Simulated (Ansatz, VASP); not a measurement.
One calculation of Zr, two programs

```
Zr
1.0
     3.23200    0.00000    0.00000
    -1.61600    2.79899    0.00000
     0.00000    0.00000    5.14700
Zr
2
Direct
  0.66667 0.33333 0.75000
  0.33333 0.66667 0.25000
```

Alike in both runs: task relaxation of cell and atoms; functional PBEsol; dispersion D4; k mesh 9 × 9 × 5; occupations fermi-dirac, width 0.05 eV; no spin polarisation.

|  | VASP | Ansatz |
| --- | --- | --- |
| version | VASP 6.6.1 | Ansatz 0.2.0 |
| potentials or method | VASP PAW PBE potentials, release 64 (Zr_sv), cutoff 600 eV | all-electron LAPW, scalar-relativistic |

|  | VASP | Ansatz | Ansatz less VASP |
| --- | --- | --- | --- |
| relaxed volume (Å³/atom) | 22.29 | 22.28 | -0.016 |
| relaxed cell length with the largest relative difference (Å) | 5.115 | 5.113 | -0.0020 |

VASP's potentials were made for PBE, not for PBEsol. Ansatz ran all-electron here, and VASP with PAW potentials.
